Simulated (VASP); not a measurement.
# Al2O3 (R-3c) in VASP: further runs

The runs below take Al2O3 through single point, with PBEsol.

Program: VASP 6.6.1. These are calculated values, not measurements. Logs are shortened: lines on timing, memory, paths and dates and some standing lists are left out, and cuts for length are marked.

## Step 1: The cell of the first run

The structure is trigonal, space group R-3c (No. 167). Conventional cell: a = 5.026 Å, b = 5.026 Å, c = 12.989 Å, α = 90.00°, β = 90.00°, γ = 120.00°. Al (site symmetry 3) has 6 O at 1.94 to 2.03 Å and 1 Al at 2.65 Å within 2.7 Å. Within 2.8 Å of O (site symmetry 2) lie 4 Al at 1.94 to 2.03 Å and 8 O at 2.66 to 2.78 Å.

## Step 2: Single point, PBEsol (9.47 Å³/atom)

The input, INCAR:

```
PREC     = Accurate       # precision mode
ENCUT    = 520            # plane-wave cutoff, eV
EDIFF    = 1E-6           # SCF threshold, eV
ISMEAR   = 0              # smearing method
SIGMA    = 0.05           # smearing width, eV
LREAL    = F              # projectors in reciprocal space
LASPH    = T              # aspherical terms in the spheres
NELM     = 100            # most SCF steps
ALGO     = Normal         # electronic algorithm
ISIF     = 2              # what is computed and relaxed
LWAVE    = F              # write WAVECAR
LCHARG   = F              # write CHGCAR
GGA      = PS             # functional
NBANDS   = 35             # bands
```

The input, KPOINTS:

```
Automatic mesh
0
Gamma
  6 6 6
```

The input, POSCAR:

```
Al2O3
1.0
    2.5130098895      1.4508869362      4.3297485056
   -2.5130098895      1.4508869362      4.3297485056
    0.0000000000     -2.9017738723      4.3297485056
Al O
4 6
Direct
    0.8520350473      0.8520350473      0.8520350473
    0.6479649527      0.6479649527      0.6479649527
    0.1479649527      0.1479649527      0.1479649527
    0.3520350473      0.3520350473      0.3520350473
    0.0558571577      0.4441428423      0.7500000000
    0.7500000000      0.0558571577      0.4441428423
    0.4441428423      0.7500000000      0.0558571577
    0.9441428423      0.5558571577      0.2500000000
    0.2500000000      0.9441428423      0.5558571577
    0.5558571577      0.2500000000      0.9441428423
```

Potentials or basis: VASP PAW PBE potentials, release 64 (Al, O).

Run with:

```bash
> cat potpaw_PBE.64/Al/POTCAR potpaw_PBE.64/O/POTCAR > POTCAR
> mpirun -np 1 vasp_std > vasp.out
```

OUTCAR:

```text
PREC = Accurate
   ENCUT = 520
   EDIFF = 1E-6
   ISMEAR = 0
   LREAL = F
   LASPH = T
   NELM = 100
   ISIF = 2
   GGA = PS

 ion  position               nearest neighbor table
   1  0.852  0.852  0.852-   8 1.94   9 1.94  10 1.94   6 2.03   7 2.03   5 2.03   2 2.65   3 2.94
                             3 2.94   3 2.94   2 3.35   2 3.35   2 3.35
   2  0.648  0.648  0.648-   8 1.94  10 1.94   9 1.94   7 2.03   6 2.03   5 2.03   1 2.65   4 2.94
                             4 2.94   4 2.94   1 3.35   1 3.35   1 3.35
   3  0.148  0.148  0.148-   5 1.94   6 1.94   7 1.94   9 2.03  10 2.03   8 2.03   4 2.65   1 2.94
                             1 2.94   1 2.94   4 3.35   4 3.35   4 3.35
   4  0.352  0.352  0.352-   5 1.94   7 1.94   6 1.94  10 2.03   9 2.03   8 2.03   3 2.65   2 2.94
                             2 2.94   2 2.94   3 3.35   3 3.35   3 3.35
   5  0.056  0.444  0.750-   3 1.94   4 1.94   1 2.03   2 2.03
   6  0.750  0.056  0.444-   3 1.94   4 1.94   1 2.03   2 2.03
   7  0.444  0.750  0.056-   4 1.94   3 1.94   2 2.03   1 2.03
   8  0.944  0.556  0.250-   1 1.94   2 1.94   3 2.03   4 2.03
   9  0.250  0.944  0.556-   1 1.94   2 1.94   3 2.03   4 2.03
  10  0.556  0.250  0.944-   2 1.94   1 1.94   4 2.03   3 2.03

  LATTYP: Found a trigonal (rhomboedric) cell.
 ALAT       =     5.2121985503
 COS(alpha) =     0.5350818630

  Lattice vectors:

 A1 = (   2.5130098895,   1.4508869362,   4.3297485056)
 A2 = (  -2.5130098895,   1.4508869362,   4.3297485056)
 A3 = (   0.0000000000,  -2.9017738723,   4.3297485056)

Analysis of symmetry for initial positions (statically):
=====================================================================
 Subroutine PRICEL returns:
 Original cell was already a primitive cell.

 Routine SETGRP: Setting up the symmetry group for a
 trigonal (rhombohedral) supercell.

 Subroutine GETGRP returns: Found 12 space group operations
 (whereof  6 operations were pure point group operations)
 out of a pool of 12 trial point group operations.

The static configuration has the point symmetry S_6 .
 The point group associated with its full space group is D_3d.

Analysis of symmetry for dynamics (positions and initial velocities):
=====================================================================
 Subroutine PRICEL returns:
 Original cell was already a primitive cell.

 Routine SETGRP: Setting up the symmetry group for a
 trigonal (rhombohedral) supercell.

 Subroutine GETGRP returns: Found 12 space group operations
 (whereof  6 operations were pure point group operations)
 out of a pool of 12 trial point group operations.

The dynamic configuration has the point symmetry S_6 .
 The point group associated with its full space group is D_3d.

 Subroutine INISYM returns: Found 12 space group operations
 (whereof  6 operations are pure point group operations),
 and found     1 'primitive' translations

----------------------------------------------------------------------------------------

                                     Primitive cell

  volume of cell :      94.7200

  direct lattice vectors                    reciprocal lattice vectors
     2.513009890  1.450886936  4.329748506     0.198964597  0.114872264  0.076986766
    -2.513009890  1.450886936  4.329748506    -0.198964597  0.114872264  0.076986766
     0.000000000 -2.901773872  4.329748506     0.000000000 -0.229744527  0.076986766

  length of vectors
     5.212198550  5.212198550  5.212198550     0.242300454  0.242300454  0.242300454

  position of ions in fractional coordinates (direct lattice)
     0.852035047  0.852035047  0.852035047
     0.647964953  0.647964953  0.647964953
     0.147964953  0.147964953  0.147964953
     0.352035047  0.352035047  0.352035047
     0.055857158  0.444142842  0.750000000
     0.750000000  0.055857158  0.444142842
     0.444142842  0.750000000  0.055857158
     0.944142842  0.555857158  0.250000000
     0.250000000  0.944142842  0.555857158
     0.555857158  0.250000000  0.944142842

  ion indices of the primitive-cell ions
   primitive index   ion index
                 1           1
                 2           2
                 3           3
                 4           4
                 5           5
                 6           6
                 7           7
                 8           8
                 9           9
                10          10

----------------------------------------------------------------------------------------

 KPOINTS: Automatic mesh

Automatic generation of k-mesh.
 Grid dimensions read from file:
 generate k-points for:    6    6    6

 Generating k-lattice:

  Cartesian coordinates                     Fractional coordinates (reciprocal lattice)
     0.033160766  0.019145377  0.012831128     0.166666667  0.000000000 -0.000000000
    -0.033160766  0.019145377  0.012831128     0.000000000  0.166666667 -0.000000000
     0.000000000 -0.038290755  0.012831128     0.000000000  0.000000000  0.166666667

  Length of vectors
     0.040383409  0.040383409  0.040383409

  Shift w.r.t. Gamma in fractional coordinates (k-lattice)
     0.000000000  0.000000000  0.000000000

 Subroutine IBZKPT returns following result:
 ===========================================

 Found     32 irreducible k-points:

 Following reciprocal coordinates:
            Coordinates               Weight
  0.000000  0.000000  0.000000      1.000000
  0.166667  0.000000 -0.000000      6.000000
  0.333333 -0.000000  0.000000      6.000000
  0.500000 -0.000000 -0.000000      3.000000
  0.166667  0.166667 -0.000000      6.000000
  0.333333  0.166667  0.000000     12.000000
[... 16 lines left out ...]
  0.500000  0.500000  0.166667      6.000000
 -0.333333  0.500000  0.166667     12.000000
 [... further k-points ...]
   k-points           NKPTS =     32   k-points in BZ     NKDIM =     32   number of bands    NBANDS=     35
   number of dos      NEDOS =    301   number of ions     NIONS =     10
   total plane-waves  NPLWV =  64000
   dimension x,y,z NGX =    40 NGY =   40 NGZ =   40
   dimension x,y,z NGXF=    80 NGYF=   80 NGZF=   80
   ions per type =               4   6
   NGX,Y,Z   is equivalent  to a cutoff of  12.76, 12.76, 12.76 a.u.
   NGXF,Y,Z  is equivalent  to a cutoff of  25.52, 25.52, 25.52 a.u.
 SYSTEM =  unknown system
   PREC   = accura    normal or accurate (medium, high low for compatibility)
   ISTART =      0    job   : 0-new  1-cont  2-samecut
   ICHARG =      2    charge: 1-file 2-atom 10-const
   ISPIN  =      1    spin polarized calculation?
   LNONCOLLINEAR =      F non collinear calculations
   LSORBIT =      F    spin-orbit coupling
   LASPH  =      T    aspherical Exc in radial PAW
   ENCUT  =  520.0 eV  38.22 Ry    6.18 a.u.   9.69  9.69  9.69*2*pi/ulx,y,z
   NELM   =    100;   NELMIN=  2; NELMDL= -5     # of ELM steps
   EDIFF  = 0.1E-05   stopping-criterion for ELM
   LREAL  =      F    real-space projection
   EDIFFG = 0.1E-04   stopping-criterion for IOM
   NSW    =      0    number of steps for IOM
   IBRION =     -1    ionic relax: 0-MD 1-quasi-New 2-CG
   NFREE  =      0    steps in history (QN), initial steepest desc. (CG)
   ISIF   =      2    stress and relaxation
   ISYM   =      2    0-nonsym 1-usesym 2-fastsym
   POTIM  = 0.5000    time-step for ionic-motion
   TEBEG  =    0.0;   TEEND  =   0.0 temperature during run
   PSTRESS=    0.0 pullay stress
   NELECT =      48.0000    total number of electrons
   NUPDOWN=      -1.0000    fix difference up-down
   EMIN   =  10.00;   EMAX   =-10.00  energy-range for DOS
   EFERMI =   0.00;   METHOD = LEGACY
   ISMEAR =     0;   SIGMA  =   0.05  broadening in eV -4-tet -1-fermi 0-gaus
   EFERMI_NEDOS =   21; number of points for ismear=-14 and -15
   IALGO  =     38    algorithm
   IMIX   =      4    mixing-type and parameters
     AMIX     =   0.40;   BMIX     =  1.00
     AMIX_MAG =   1.60;   BMIX_MAG =  1.00
  volume/ion in A,a.u.               =       9.47        63.92
  Fermi-wavevector in a.u.,A,eV,Ry     =   1.305193  2.466457 23.177910  1.703528
  Thomas-Fermi vector in A             =   2.436078
   LORBIT       =      0    0 simple, 1 ext, 2 COOP (PROOUT), +10 PAW based schemes
   GGA     = PS    functional components
   LHFCALC =     F    Hartree Fock is set to
   AEXX    =    0.0000 exact exchange contribution
   IVDW    =     0    specifies the selected vdW correction
   LEPSILON=     F    determine dielectric tensor
   LRPA    =     F    only Hartree local field effects (RPA)
 non-spin polarized calculation
 Gauss-broadening in eV      SIGMA  =   0.05
  energy-cutoff  :      520.00
  volume of cell :       94.72
 maximum number of plane-waves:      2570
   NGX = 19   NGY = 19   NGZ = 19

 number of electron      48.0000007 magnetization

 Free energy of the ion-electron system (eV)
  ---------------------------------------------------
  ext. energy  EPLUGINS =         0.00000000
  ---------------------------------------------------
  free energy    TOTEN  =       -77.83818329 eV

  energy without entropy =      -77.83818329  energy(sigma->0) =      -77.83818329

 E-fermi :   5.4384     XC(G=0): -11.4191

 val. band max:        5.1615618684   @ k =   0.0000   0.0000   0.0000
 cond. band min:       9.6052319655   @ k =   0.0000   0.0000   0.0000
 fundamental gap:      4.4436700970
 Fermi energy:         5.4384203522

 k-point     1 :       0.0000    0.0000    0.0000
  band No.  band energies     occupation
      1     -13.5265      2.00000
      2     -11.3669      2.00000
      3     -11.3669      2.00000
      4     -11.3508      2.00000
      5     -11.0487      2.00000
      6     -11.0487      2.00000
[... 27 lines left out ...]
     34      16.5108      0.00000
     35      18.3904      0.00000
[... 843 lines left out ...]
      5     -11.1542      2.00000
      6     -10.9913      2.00000
[... 27 lines left out ...]
     34      17.1928      0.00000
     35      17.3914      0.00000

 [... further k-points ...]

------------------------ aborting loop because EDIFF is reached ----------------------------------------

  FORCE on cell =-STRESS in cart. coord.  units (eV):
  Direction    XX          YY          ZZ          XY          YZ          ZX
  --------------------------------------------------------------------------------------
  -------------------------------------------------------------------------------------
  Total      -15.8688756    -15.8688756     -4.3796293      0.0000000     -0.0000000      0.0000000
  in kB     -268.4201086   -268.4201086    -74.0808985      0.0000000     -0.0000000      0.0000000
  external PRESSURE =    -203.6403719 kB  Pullay stress =       0.0000000 kB

 VOLUME and BASIS-vectors are now :
 -----------------------------------------------------------------------------
  energy-cutoff  :      520.00
  volume of cell :       94.72
      direct lattice vectors                 reciprocal lattice vectors
     2.513009890  1.450886936  4.329748506     0.198964597  0.114872264  0.076986766
    -2.513009890  1.450886936  4.329748506    -0.198964597  0.114872264  0.076986766
     0.000000000 -2.901773872  4.329748506     0.000000000 -0.229744527  0.076986766

 POSITION                                       TOTAL-FORCE (eV/Angst)
 -----------------------------------------------------------------------------------
      0.00000      0.00000     11.06729        -0.000000      0.000000      0.322516
      0.00000      0.00000      8.41658        -0.000000     -0.000000     -0.322516
      0.00000      0.00000      1.92195        -0.000000     -0.000000     -0.322516
      0.00000      0.00000      4.57267        -0.000000      0.000000      0.322516
     -0.97577     -1.45089      5.41219        -0.236668     -0.000000      0.000000
      1.74439     -0.11959      5.41219         0.118334     -0.204961      0.000000
     -0.76862      1.57048      5.41219         0.118334      0.204961      0.000000
      0.97577      1.45089      7.57706         0.236668      0.000000      0.000000
     -1.74439      0.11959      7.57706        -0.118334      0.204961      0.000000
      0.76862     -1.57048      7.57706        -0.118334     -0.204961      0.000000
 -----------------------------------------------------------------------------------
    total drift:                               -0.000000      0.000000      0.000000

  FREE ENERGIE OF THE ION-ELECTRON SYSTEM (eV)
  ---------------------------------------------------
  free  energy   TOTEN  =       -77.8381832935 eV

  energy  without entropy=      -77.8381832935  energy(sigma->0) =      -77.83818329
```

Run time: 2.6 min. Hardware: 1 thread of Intel Xeon 8259CL, shared host; peak memory 0.27 GiB.

Results:

* Free energy: -77.8382 eV
* Pressure: -20.4 GPa
* Largest force: 0.323 eV/Å
* Band gap on the k mesh: 4.44 eV

Forces on the atoms (eV/Å):
```
Al   0.000  0.000  0.323
Al   0.000  0.000 -0.323
Al   0.000  0.000 -0.323
Al   0.000  0.000  0.323
O   -0.237  0.000  0.000
O    0.118 -0.205  0.000
O    0.118  0.205  0.000
O    0.237  0.000  0.000
O   -0.118  0.205  0.000
O   -0.118 -0.205  0.000
```

Stress tensor (GPa, compression positive):
```
-26.84   0.00   0.00
  0.00 -26.84   0.00
  0.00   0.00  -7.41
```

Caveat: the stress differs along the axes, from -27 to -7 GPa; the PAW data sets were made with another functional, which shifts forces and pressure a little.

## Step 3: Single point, PBEsol (9.47 Å³/atom)

The input, INCAR:

```
SYSTEM = Al2O3
PREC = Accurate
ENCUT = 520
EDIFF = 1E-6
ISMEAR = 0
SIGMA = 0.05
LREAL = .False.
LASPH = .True.
NELM = 60
ALGO = Normal
ISIF = 2
LWAVE = .False.
LCHARG = .True.
GGA = PS
LELF = .True.
LVHAR = .True.
NBANDS = 35
```

The input, KPOINTS:

```
regular mesh
0
Gamma
  6 6 6
  0 0 0
```

POSCAR, as its differences from that of step 2:

```diff
@@ -2,5 +2,5 @@
 1.0
-    2.5130098895      1.4508869362      4.3297485056
-   -2.5130098895      1.4508869362      4.3297485056
-    0.0000000000     -2.9017738723      4.3297485056
+    2.4250620100      1.4001102043      4.6494905564
+   -2.4250620100      1.4001102043      4.6494905564
+    0.0000000000     -2.8002204086      4.6494905564
 Al O
```

Potentials or basis: VASP PAW PBE potentials, release 64 (Al, O).

Run with:

```bash
> cat potpaw_PBE.64/Al/POTCAR potpaw_PBE.64/O/POTCAR > POTCAR
> mpirun -np 1 vasp_std > vasp.out
```

OUTCAR:

```text
SYSTEM = Al2O3
   PREC = Accurate
   ENCUT = 520
   EDIFF = 1E-6
   ISMEAR = 0
   LREAL = .False.
   LASPH = .True.
   NELM = 60
   ISIF = 2
   GGA = PS

 ion  position               nearest neighbor table
   1  0.852  0.852  0.852-  10 1.91   8 1.91   9 1.91   5 2.06   7 2.06   6 2.06   2 2.85   3 2.85
                             3 2.85   3 2.85   2 3.33   2 3.33   2 3.33
   2  0.648  0.648  0.648-   9 1.91   8 1.91  10 1.91   5 2.06   7 2.06   6 2.06   1 2.85   4 2.85
                             4 2.85   4 2.85   1 3.33   1 3.33   1 3.33
   3  0.148  0.148  0.148-   7 1.91   5 1.91   6 1.91   8 2.06   9 2.06  10 2.06   4 2.85   1 2.85
[... 1141 lines left out ...]
  external PRESSURE =    -194.4254701 kB  Pullay stress =       0.0000000 kB

 VOLUME and BASIS-vectors are now :
 -----------------------------------------------------------------------------
  energy-cutoff  :      520.00
  volume of cell :       94.72
      direct lattice vectors                 reciprocal lattice vectors
     2.425062010  1.400110204  4.649490556     0.206180295  0.119038249  0.071692442
    -2.425062010  1.400110204  4.649490556    -0.206180295  0.119038249  0.071692442
     0.000000000 -2.800220409  4.649490556     0.000000000 -0.238076497  0.071692442

 POSITION                                       TOTAL-FORCE (eV/Angst)
 -----------------------------------------------------------------------------------
      0.00000      0.00000     11.88459        -0.000000     -0.000000     -0.140446
      0.00000      0.00000      9.03812        -0.000000      0.000000      0.140446
      0.00000      0.00000      2.06388        -0.000000     -0.000000      0.140446
      0.00000      0.00000      4.91035        -0.000000     -0.000000     -0.140446
     -0.94162     -1.40011      5.81186         0.040556      0.000000     -0.000000
      1.68334     -0.11541      5.81186        -0.020278      0.035123      0.000000
     -0.74172      1.51552      5.81186        -0.020278     -0.035123      0.000000
      0.94162      1.40011      8.13661        -0.040556     -0.000000      0.000000
     -1.68334      0.11541      8.13661         0.020278     -0.035123      0.000000
      0.74172     -1.51552      8.13661         0.020278      0.035123      0.000000
 -----------------------------------------------------------------------------------
    total drift:                               -0.000000      0.000000      0.000000

  FREE ENERGIE OF THE ION-ELECTRON SYSTEM (eV)
  ---------------------------------------------------
  free  energy   TOTEN  =       -77.8915593805 eV

  energy  without entropy=      -77.8915593805  energy(sigma->0) =      -77.89155938
```

stdout:

```text
POSCAR found type information on POSCAR AlO
 POSCAR found :  2 types and      10 ions
 scaLAPACK will be used
 -----------------------------------------------------------------------------
|                                                                             |
|                                                                             |
|     You enforced a specific xc type in the INCAR file but a different       |
|     I HOPE YOU KNOW WHAT YOU ARE DOING!                                     |
|                                                                             |
 -----------------------------------------------------------------------------

 LDA part: xc-table for (Slater+PW92), standard interpolation
 POSCAR, INCAR and KPOINTS ok, starting setup
 FFT: planning ... GRIDC
 FFT: planning ... GRID_SOFT
 FFT: planning ... GRID
 WAVECAR not read
 entering main loop
```

It took 3.5 min on 1 thread of Intel Xeon 8259CL, shared host; peak memory 0.27 GiB.

What came out:

| Quantity | Value |
| --- | --- |
| Free energy | -77.8916 eV |
| Pressure | -19.4 GPa |
| Largest force | 0.140 eV/Å |
| Band gap on the k mesh | 4.67 eV |

Forces in eV/Å, atoms in the order of the input:
```
Al   0.000  0.000 -0.140
Al   0.000  0.000  0.140
Al   0.000  0.000  0.140
Al   0.000  0.000 -0.140
O    0.041  0.000  0.000
O   -0.020  0.035  0.000
O   -0.020 -0.035  0.000
O   -0.041  0.000  0.000
O    0.020 -0.035  0.000
O    0.020  0.035  0.000
```

Caveat: the stress differs along the axes, from -31 to -14 GPa; the PAW data sets were made with another functional, which shifts forces and pressure a little. PBEsol gaps usually lie below the measured ones, often by a third to a half.

(Continued in part 2 of 2.)
